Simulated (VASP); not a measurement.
# Pt (Fm-3m) in VASP: a series of runs

The runs below take Pt through relaxation of cell and atoms, with PBEsol.

Everything below comes from runs of VASP 6.6.1. Logs are shortened: lines on timing, memory, paths and dates and some standing lists are left out, and cuts for length are marked.

### Step 1. The cell of the first run

It takes space group Fm-3m (No. 225, cubic). Conventional cell: a = 3.876 Å, b = 3.876 Å, c = 3.876 Å, α = 90.00°, β = 90.00°, γ = 90.00°. Pt (site symmetry m-3m) has 12 Pt at 2.74 Å within 3.6 Å.

### Step 2. Relaxation of cell and atoms, PBEsol, target pressure 10 GPa, at which the enthalpy is minimised

File INCAR:

```
SYSTEM = Pt
PREC     = Accurate       ! precision mode
ENCUT    = 600            ! plane-wave cutoff, eV
EDIFF    = 1E-7           ! SCF threshold, eV
ISMEAR   = 0              ! smearing method
SIGMA    = 0.1            ! smearing width, eV
LREAL    = .False.        ! projectors in reciprocal space
LASPH    = .True.         ! aspherical terms in the spheres
NELM     = 80             ! most SCF steps
ALGO     = Fast           ! electronic algorithm
ISIF     = 3              ! what is computed and relaxed
LWAVE    = .False.        ! write WAVECAR
LCHARG   = .False.        ! write CHGCAR
GGA      = PS             ! functional
IBRION   = 2              ! ionic algorithm
NSW      = 70             ! ionic steps
EDIFFG   = -0.008         ! ionic threshold
PSTRESS  = 100.0
```

File KPOINTS:

```
regular mesh
0
Gamma
  18 18 18
  0 0 0
```

File POSCAR:

```
Pt
1.0
    0.0000000000      1.9379342263      1.9379342263
    1.9379342263      0.0000000000      1.9379342263
    1.9379342263      1.9379342263      0.0000000000
Pt
1
Direct
    0.0000000000      0.0000000000      0.0000000000
```

Potentials or basis: VASP PAW PBE potentials, release 64 (Pt).

The run is started by

```
> cat potpaw_PBE.64/Pt/POTCAR > POTCAR
> mpirun -np 1 vasp_std > vasp.out
```

OUTCAR:

```text
SYSTEM = Pt
   PREC = Accurate
   ENCUT = 600
   EDIFF = 1E-7
   ISMEAR = 0
   LREAL = .False.
   LASPH = .True.
   NELM = 80
   ISIF = 3
   GGA = PS
   IBRION = 2
   NSW = 70
   EDIFFG = -0.008
   PSTRESS = 100.0

 ion  position               nearest neighbor table
   1  0.000  0.000  0.000-

  LATTYP: Found a face centered cubic cell.
 ALAT       =     3.8758684526

  Lattice vectors:

 A1 = (   0.0000000000,   1.9379342263,   1.9379342263)
 A2 = (   1.9379342263,   0.0000000000,   1.9379342263)
 A3 = (   1.9379342263,   1.9379342263,   0.0000000000)

Analysis of symmetry for initial positions (statically):
=====================================================================
 Subroutine PRICEL returns:
 Original cell was already a primitive cell.

 Routine SETGRP: Setting up the symmetry group for a
 face centered cubic supercell.

 Subroutine GETGRP returns: Found 48 space group operations
 (whereof 48 operations were pure point group operations)
 out of a pool of 48 trial point group operations.

The static configuration has the point symmetry O_h .

Analysis of symmetry for dynamics (positions and initial velocities):
=====================================================================
 Subroutine PRICEL returns:
 Original cell was already a primitive cell.

 Routine SETGRP: Setting up the symmetry group for a
 face centered cubic supercell.

 Subroutine GETGRP returns: Found 48 space group operations
 (whereof 48 operations were pure point group operations)
 out of a pool of 48 trial point group operations.

The dynamic configuration has the point symmetry O_h .

 Subroutine INISYM returns: Found 48 space group operations
 (whereof 48 operations are pure point group operations),
 and found     1 'primitive' translations

----------------------------------------------------------------------------------------

                                     Primitive cell

  volume of cell :      14.5562

  direct lattice vectors                    reciprocal lattice vectors
     0.000000000  1.937934226  1.937934226    -0.258006692  0.258006692  0.258006692
     1.937934226  0.000000000  1.937934226     0.258006692 -0.258006692  0.258006692
     1.937934226  1.937934226  0.000000000     0.258006692  0.258006692 -0.258006692

  length of vectors
     2.740652866  2.740652866  2.740652866     0.446880700  0.446880700  0.446880700

  position of ions in fractional coordinates (direct lattice)
     0.000000000  0.000000000  0.000000000

  ion indices of the primitive-cell ions
   primitive index   ion index
                 1           1

----------------------------------------------------------------------------------------

 KPOINTS: regular mesh

Automatic generation of k-mesh.
 Grid dimensions read from file:
 generate k-points for:   18   18   18

 Generating k-lattice:

  Cartesian coordinates                     Fractional coordinates (reciprocal lattice)
    -0.014333705  0.014333705  0.014333705     0.055555556  0.000000000  0.000000000
     0.014333705 -0.014333705  0.014333705     0.000000000  0.055555556  0.000000000
     0.014333705  0.014333705 -0.014333705     0.000000000  0.000000000  0.055555556

  Length of vectors
     0.024826706  0.024826706  0.024826706

  Shift w.r.t. Gamma in fractional coordinates (k-lattice)
     0.000000000  0.000000000  0.000000000

 Subroutine IBZKPT returns following result:
 ===========================================

 Found    195 irreducible k-points:

 Following reciprocal coordinates:
            Coordinates               Weight
  0.000000  0.000000  0.000000      1.000000
  0.055556  0.000000  0.000000      8.000000
  0.111111  0.000000  0.000000      8.000000
  0.166667  0.000000  0.000000      8.000000
  0.222222  0.000000  0.000000      8.000000
  0.277778  0.000000  0.000000      8.000000
[... 16 lines left out ...]
 -0.277778  0.055556  0.000000     24.000000
 -0.222222  0.055556  0.000000     24.000000
 [... further k-points ...]
   k-points           NKPTS =    195   k-points in BZ     NKDIM =    195   number of bands    NBANDS=      9
   number of dos      NEDOS =    301   number of ions     NIONS =      1
   total plane-waves  NPLWV =  13824
   dimension x,y,z NGX =    24 NGY =   24 NGZ =   24
   dimension x,y,z NGXF=    48 NGYF=   48 NGZF=   48
   ions per type =               1
   NGX,Y,Z   is equivalent  to a cutoff of  14.56, 14.56, 14.56 a.u.
   NGXF,Y,Z  is equivalent  to a cutoff of  29.12, 29.12, 29.12 a.u.
 SYSTEM =  Pt
   PREC   = accura    normal or accurate (medium, high low for compatibility)
   ISTART =      0    job   : 0-new  1-cont  2-samecut
   ICHARG =      2    charge: 1-file 2-atom 10-const
   ISPIN  =      1    spin polarized calculation?
   LNONCOLLINEAR =      F non collinear calculations
   LSORBIT =      F    spin-orbit coupling
   LASPH  =      T    aspherical Exc in radial PAW
   ENCUT  =  600.0 eV  44.10 Ry    6.64 a.u.   5.47  5.47  5.47*2*pi/ulx,y,z
   NELM   =     80;   NELMIN=  2; NELMDL= -5     # of ELM steps
   EDIFF  = 0.1E-06   stopping-criterion for ELM
   LREAL  =      F    real-space projection
   EDIFFG = -.8E-02   stopping-criterion for IOM
   NSW    =     70    number of steps for IOM
   IBRION =      2    ionic relax: 0-MD 1-quasi-New 2-CG
   NFREE  =      1    steps in history (QN), initial steepest desc. (CG)
   ISIF   =      3    stress and relaxation
   ISYM   =      2    0-nonsym 1-usesym 2-fastsym
   POTIM  = 0.5000    time-step for ionic-motion
   TEBEG  =    0.0;   TEEND  =   0.0 temperature during run
   PSTRESS=  100.0 pullay stress
   NELECT =      10.0000    total number of electrons
   NUPDOWN=      -1.0000    fix difference up-down
   EMIN   =  10.00;   EMAX   =-10.00  energy-range for DOS
   EFERMI =   0.00;   METHOD = LEGACY
   ISMEAR =     0;   SIGMA  =   0.10  broadening in eV -4-tet -1-fermi 0-gaus
   EFERMI_NEDOS =   21; number of points for ismear=-14 and -15
   IALGO  =     68    algorithm
   IMIX   =      4    mixing-type and parameters
     AMIX     =   0.40;   BMIX     =  1.00
     AMIX_MAG =   1.60;   BMIX_MAG =  1.00
  volume/ion in A,a.u.               =      14.56        98.23
  Fermi-wavevector in a.u.,A,eV,Ry     =   1.444527  2.729761 28.390727  2.086660
  Thomas-Fermi vector in A             =   2.562812
   LORBIT       =      0    0 simple, 1 ext, 2 COOP (PROOUT), +10 PAW based schemes
   GGA     = PS    functional components
   LHFCALC =     F    Hartree Fock is set to
   AEXX    =    0.0000 exact exchange contribution
   IVDW    =     0    specifies the selected vdW correction
   LEPSILON=     F    determine dielectric tensor
   LRPA    =     F    only Hartree local field effects (RPA)
 conjugate gradient relaxation of ions
 non-spin polarized calculation
 RMM-DIIS sequential band-by-band and
 Gauss-broadening in eV      SIGMA  =   0.10
  energy-cutoff  :      600.00
  volume of cell :       14.56
 maximum number of plane-waves:       531
 NGX is ok and might be reduce to    24
   NGX = 11   NGY = 11   NGZ = 11

--------------------------------------- Ionic step        1  -------------------------------------------

 number of electron      10.0000000 magnetization

 number of electron       9.9999999 magnetization

 Free energy of the ion-electron system (eV)
  ---------------------------------------------------
  ext. energy  EPLUGINS =         0.00000000
  ---------------------------------------------------
  free energy    TOTEN  =        -6.95166217 eV

  energy without entropy =       -6.94159447  energy(sigma->0) =       -6.94662832

------------------------ aborting loop because EDIFF is reached ----------------------------------------

  FORCE on cell =-STRESS in cart. coord.  units (eV):
  Direction    XX          YY          ZZ          XY          YZ          ZX
  --------------------------------------------------------------------------------------
  -------------------------------------------------------------------------------------
  Total        0.8996527      0.8996527      0.8996527      0.0000000      0.0000000      0.0000000
  in kB       99.0235224     99.0235224     99.0235224      0.0000000      0.0000000      0.0000000
  external PRESSURE =      -0.9764776 kB  Pullay stress =     100.0000000 kB
[... 59 lines left out ...]
  enthalpy is  TOTEN    =        -6.0431297676 eV   P V=        0.9073582166

--------------------------------------- Ionic step        3  -------------------------------------------

 number of electron       9.9999999 magnetization

 Free energy of the ion-electron system (eV)
  ---------------------------------------------------
  ext. energy  EPLUGINS =         0.00000000
  ---------------------------------------------------
  free energy    TOTEN  =        -6.95124849 eV

  energy without entropy =       -6.94118924  energy(sigma->0) =       -6.94621887

 E-fermi :  11.8058     XC(G=0): -13.8414

 val. band max:       11.8018899238   @ k =  -0.3889   0.3889   0.1667
 cond. band min:      11.8066787896   @ k =  -0.3333   0.3889   0.1111
 fundamental gap:      0.0047888658
 Fermi energy:        11.8058032403

 k-point     1 :       0.0000    0.0000    0.0000
  band No.  band energies     occupation
      1       1.0934      2.00000
      2       7.7672      2.00000
      3       7.7672      2.00000
      4       7.7672      2.00000
      5      10.0774      2.00000
      6      10.0774      2.00000
      7      26.3177      0.00000
      8      31.4801      0.00000
      9      31.4801      0.00000
[... 265 lines left out ...]
 k-point    24 :      -0.2222    0.0556    0.0000
  band No.  band energies     occupation
      1       3.2033      2.00000
      2       7.2350      2.00000
      3       8.1816      2.00000
      4       8.2545      2.00000
      5       9.8571      2.00000
      6      10.5856      2.00000
      7      25.6307      0.00000
      8      28.4168      0.00000
      9      33.2039      0.00000

 [... further k-points ...]
[... 5 lines left out ...]
  --------------------------------------------------------------------------------------
  -------------------------------------------------------------------------------------
  Total        0.9092643      0.9092643      0.9092643      0.0000000      0.0000000     -0.0000000
  in kB      100.1273744    100.1273744    100.1273744      0.0000000      0.0000000     -0.0000000
  external PRESSURE =       0.1273744 kB  Pullay stress =     100.0000000 kB
[... 16 lines left out ...]
  FREE ENERGIE OF THE ION-ELECTRON SYSTEM (eV)
  ---------------------------------------------------
  free  energy   TOTEN  =        -6.9512484933 eV

  energy  without entropy=       -6.9411892435  energy(sigma->0) =       -6.94621887

  enthalpy is  TOTEN    =        -6.0431408786 eV   P V=        0.9081076147

 reached required accuracy - stopping structural energy minimisation
```

Wall time 28 s (1 thread of Intel Xeon Platinum 8488C (Sapphire Rapids), shared host); peak memory 0.17 GiB.

Results:

* Free energy: -6.9512 eV
* Relaxed volume: 14.55 Å³/atom
* Relaxed cell: a = 2.740 Å, b = 2.740 Å, c = 2.740 Å, α = 60.00°, β = 60.00°, γ = 60.00°
* Space group after relaxing (to 0.05 Å): Fm-3m (No. 225)
* Energy change on relaxing (the enthalpy is what falls): +0.4 meV/atom
* Ionic steps: 3
* Pressure after relaxing: 10.0 GPa
* Band gap on the k mesh: zero (band 5 reaches 12.34 eV, above the bottom of band 6 at 9.96 eV)

The path:
| step | energy change (eV) | largest force (eV/Å) | pressure (GPa) | volume (Å³) |
| --- | --- | --- | --- | --- |
| 1 | 0.0000 | 0.0000 | 9.90 | 14.56 |
| 2 | 0.0012 | 0.0000 | 10.30 | 14.54 |
| 3 | 0.0004 | 0.0000 | 10.01 | 14.55 |

Final structure:
```xyz
1
Lattice="0.0000 1.9376 1.9376 1.9376 0.0000 1.9376 1.9376 1.9376 0.0000" Properties=species:S:1:pos:R:3 pbc="T T T"
Pt    0.0000    0.0000    0.0000
```

Levels at points of the mesh, in eV from the Fermi level:
```csv
k point,band 2,band 3,band 4,band 5,band 6,band 7,band 8,band 9
"(0.00, 0.00, 0.00)",-4.04,-4.04,-4.04,-1.73,-1.73,14.51,19.67,19.67
"(0.50, 0.00, 0.00)",-4.11,-4.11,-0.70,0.05,0.05,6.08,14.08,19.18
"(0.50, 0.50, 0.00)",-7.04,0.02,0.53,0.53,1.64,9.23,11.44,11.44
```

Caveat: the cell is relaxed towards a set pressure, so the enthalpy falls and the energy may rise; the PAW data sets were made with another functional, which shifts forces and pressure a little; spin-orbit coupling is left out, which moves the levels of the heavy elements.

### Step 3. Relaxation of cell and atoms, PBEsol, target pressure 2 GPa, at which the enthalpy is minimised

This run uses another cell than the first one, of 14.75 Å³/atom, 1.013 times its volume.

File INCAR:

```
ALGO = Fast
EDIFF = 1E-6
EDIFFG = -0.008
ENCUT = 600
GGA = PS
IBRION = 2
ISIF = 3
ISMEAR = 0
LASPH = True
LCHARG = False
LREAL = False
LWAVE = False
NELM = 100
NSW = 70
PREC = Accurate
PSTRESS = 20.0
SIGMA = 0.1
```

File KPOINTS:

```
k-points
0
Gamma
  18 18 18
```

File POSCAR:

```
Pt
1.0
    0.0000000000      1.9464899741      1.9464899741
    1.9464899741      0.0000000000      1.9464899741
    1.9464899741      1.9464899741      0.0000000000
Pt
1
Direct
    0.0000000000      0.0000000000      0.0000000000
```

Potentials or basis: VASP PAW PBE potentials, release 64 (Pt).

The run is started by

```
> cat potpaw_PBE.64/Pt/POTCAR > POTCAR
> mpirun -np 1 vasp_std > vasp.out
```

It took 60 s on 1 thread of Intel Xeon Platinum 8488C (Sapphire Rapids), shared host; peak memory 0.18 GiB.

It converged, with:

* Free energy: -6.9648 eV
* Relaxed volume: 14.92 Å³/atom
* Relaxed cell: a = 2.763 Å, b = 2.763 Å, c = 2.763 Å, α = 60.00°, β = 60.00°, γ = 60.00°
* Space group after relaxing (to 0.05 Å): Fm-3m (No. 225)
* Energy change on relaxing (the enthalpy is what falls): -3.9 meV/atom
* Ionic steps: 6
* Pressure after relaxing: 2.0 GPa
* Band gap on the k mesh: zero (band 5 reaches 11.81 eV, above the bottom of band 6 at 9.54 eV)

Step by step:
```csv
step,energy change (eV),largest force (eV/Å),pressure (GPa),volume (Å³)
1,0.0000,0.0000,5.54,14.75
2,0.0063,0.0000,-7.77,15.46
3,-0.0039,0.0000,2.09,14.92
4,-0.0040,0.0000,1.83,14.93
5,-0.0036,0.0000,2.44,14.90
6,-0.0039,0.0000,2.04,14.92
```

Final structure:
```yaml
crystal:
  lattice:
    - [0.00000, 1.95384, 1.95384]
    - [1.95384, 0.00000, 1.95384]
    - [1.95384, 1.95384, 0.00000]
  atoms:
    - { symbol: Pt, position: [0.00000, 0.00000, 0.00000] }
```

Levels at points of the mesh, in eV from the Fermi level:
```csv
k point,band 3,band 4,band 5,band 6,band 7,band 8
"(0.00, 0.00, 0.00)",-3.88,-3.88,-1.66,-1.66,14.59,19.61
"(0.50, 0.00, 0.00)",-3.94,-0.60,0.04,0.04,5.88,14.15
"(0.50, 0.50, 0.00)",0.02,0.50,0.50,1.69,8.95,11.37
```

Caveat: the cell is relaxed towards a set pressure, so the enthalpy falls and the energy may rise; the PAW data sets were made with another functional, which shifts forces and pressure a little; spin-orbit coupling is left out, which moves the levels of the heavy elements.

### Step 4. Relaxation of cell and atoms, PBEsol, target pressure 5 GPa, at which the enthalpy is minimised

This run uses another cell than the first one, of 14.78 Å³/atom, 1.016 times its volume.

File INCAR:

```
SYSTEM = Pt
PREC = Accurate
ENCUT = 600
EDIFF = 1E-7
ISMEAR = 0
SIGMA = 0.1
LREAL = .False.
LASPH = .True.
NELM = 100
ALGO = Normal
ISIF = 3
LWAVE = .False.
LCHARG = .False.
GGA = PS
IBRION = 2
NSW = 70
EDIFFG = -0.008
PSTRESS = 50.0
```

File KPOINTS:

```
Automatic mesh
0
Gamma
  18 18 18
  0 0 0
```

File POSCAR:

```
Pt
1.0
    0.0000000000      1.9480343486      1.9480343486
    1.9480343486      0.0000000000      1.9480343486
    1.9480343486      1.9480343486      0.0000000000
Pt
1
Direct
    0.0000000000      0.0000000000      0.0000000000
```

The run is started by

```
> cat potpaw_PBE.64/Pt/POTCAR > POTCAR
> mpirun -np 1 vasp_std > vasp.out
```

Run time: 27 s. Hardware: 1 thread of Intel Xeon Platinum 8488C (Sapphire Rapids), shared host; peak memory 0.17 GiB.

It converged, with:

```yaml
Free_energy: -6.9617 eV
Relaxed_volume: 14.77 Å³/atom
Relaxed_cell: a = 2.754 Å, b = 2.754 Å, c = 2.754 Å, α = 60.00°, β = 60.00°, γ = 60.00°
Space_group_after_relaxing_to_0.05_Å: Fm-3m (No. 225)
Energy_change_on_relaxing_the_enthalpy_is_what_falls: +0.4 meV/atom
Ionic_steps: 3
Pressure_after_relaxing: 5.0 GPa
Band_gap_on_the_k_mesh: zero (band 5 reaches 12.02 eV, above the bottom of band 6 at 9.70 eV)
```

The path:
| step | energy change (eV) | largest force (eV/Å) | pressure (GPa) | volume (Å³) |
| --- | --- | --- | --- | --- |
| 1 | 0.0000 | 0.0000 | 4.75 | 14.78 |
| 2 | 0.0016 | 0.0000 | 5.80 | 14.74 |
| 3 | 0.0004 | 0.0000 | 5.01 | 14.77 |

Final structure:
```
CELL_PARAMETERS angstrom
0.00000 1.94750 1.94750
1.94750 0.00000 1.94750
1.94750 1.94750 0.00000
ATOMIC_POSITIONS crystal
Pt 0.00000 0.00000 0.00000
```

Levels at points of the mesh, in eV from the Fermi level:
```csv
k point,band 2,band 3,band 4,band 5,band 6,band 7,band 8,band 9
"(0.00, 0.00, 0.00)",-3.94,-3.94,-3.94,-1.69,-1.69,14.56,19.64,19.64
"(0.50, 0.00, 0.00)",-4.00,-4.00,-0.64,0.05,0.05,5.96,14.12,19.08
"(0.50, 0.50, 0.00)",-6.87,0.02,0.51,0.51,1.67,9.05,11.40,11.40
```

Caveat: the cell is relaxed towards a set pressure, so the enthalpy falls and the energy may rise; the PAW data sets were made with another functional, which shifts forces and pressure a little; spin-orbit coupling is left out, which moves the levels of the heavy elements.

### Step 5. Summary

```tsv
cell	gap on the mesh (eV)	pressure (GPa)
relaxed to 10 GPa from a = 2.741 Å, angles 60.0°, 1 atom	none	10.0
relaxed to 2 GPa from a = 2.753 Å, angles 60.0°, 1 atom	none	2.0
relaxed to 5 GPa from a = 2.755 Å, angles 60.0°, 1 atom	none	5.0
```

Alike in all rows: task relaxation of cell and atoms; level PBEsol; potentials or basis VASP PAW PBE potentials, release 64 (Pt); no spin polarisation; k mesh 18 × 18 × 18; cutoff (eV) 600; smearing gaussian 0.1 eV.

Caveats: the cell is relaxed towards a set pressure, so the enthalpy falls and the energy may rise; the PAW data sets were made with another functional, which shifts forces and pressure a little; spin-orbit coupling is left out, which moves the levels of the heavy elements.

Total energies depend on the potentials used, so only differences within one code and one set of settings carry meaning.
